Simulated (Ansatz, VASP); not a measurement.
# CaC8: VASP beside Ansatz

```
CELL_PARAMETERS angstrom
-0.00258 -0.00236 4.37807
4.99653 -0.00001 -0.00312
-2.49828 4.32714 -0.00090
ATOMIC_POSITIONS crystal
Ca 0.49999 0.99999 0.00000
C 0.00015 0.33558 0.16779
C 0.99998 0.33334 0.66666
C 0.99995 0.83221 0.16779
C 0.99990 0.83221 0.66442
C 0.00010 0.16779 0.33558
C 0.00005 0.16780 0.83221
C 0.00002 0.66667 0.33334
C 0.99985 0.66442 0.83221
```

Change from the starting cell: cell x1, atoms moved at random (sigma 0.1 Å) and cell strained at random (1.5 %), then relaxed without symmetry.

Alike in both runs: functional PBE; dispersion D3(BJ); k mesh 6 × 6 × 6; occupations gaussian, width 0.2 eV; no spin polarisation.

Ansatz relaxed the structure, and its values are those at the end. VASP's run is a single point on that final structure, the one shown.

```csv
,VASP,Ansatz
version,VASP 6.6.1,Ansatz 0.2.0
potentials or method,"VASP PAW PBE potentials, release 64 (Ca_sv, C), cutoff 520 eV","scalar-relativistic, plane waves, PAW"
valence electrons in the cell,42,42
```

VASP gave:

| Property | Result |
| --- | --- |
| gap on the k mesh at the Fermi level (eV) | none |
| pressure (GPa) | 0.3 |
| rms of the force components (eV/Å) | 0.004 |

Question: What did Ansatz give for the same quantities?

Answer: gap on the k mesh at the Fermi level (eV): none; pressure (GPa): 0.0; rms of the force components (eV/Å): 0.000.

A gap of «none» marks a metal or a gap that the smearing closes.
